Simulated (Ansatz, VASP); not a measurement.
# One calculation of GaSb, two programs

```
CELL_PARAMETERS angstrom
-1.57305 2.63816 2.95256
1.57305 -2.63816 2.95256
1.57305 2.63816 -2.95256
ATOMIC_POSITIONS crystal
Ga 0.00000 0.00000 0.00000
Sb 0.50000 0.50000 0.00000
```

Change from the starting cell: volume 24.506 Å^3 an atom, stretch along a over the lengths across it, relative to the relaxed cell 0.9480.

Alike in both runs: task single point; functional LDA; k mesh 18 × 18 × 18; occupations gaussian, width 0.15 eV; no spin polarisation.

```csv
,VASP,Ansatz
version,VASP 6.6.1,Ansatz 0.2.0
potentials or method,"VASP PAW LDA potentials, release 64 (Ga_d, Sb), cutoff 520 eV","scalar-relativistic, plane waves, PAW"
valence electrons in the cell,18,28
```

Ansatz gave:

```
gap on the k mesh at the Fermi level (eV)                     : none
pressure (GPa)                                                : -5.1
traceless stress, the component that is largest in VASP (GPa) : -1.79
```

Question: Estimate VASP's values.

Answer: gap on the k mesh at the Fermi level (eV): none; pressure (GPa): -5.1; traceless stress, the component that is largest in VASP (GPa): -1.81.

Ansatz warns that its potentials were made for another functional, while VASP's fit it. LDA's correlation is that of Perdew and Zunger in VASP and of Perdew and Wang (1992) in Ansatz. A gap of «none» marks a metal or a gap that the smearing closes. VASP's potentials hold 18 valence electrons a cell and Ansatz's 28, so a difference there can come from the potentials and not from the codes.

Spin-orbit coupling is off throughout.
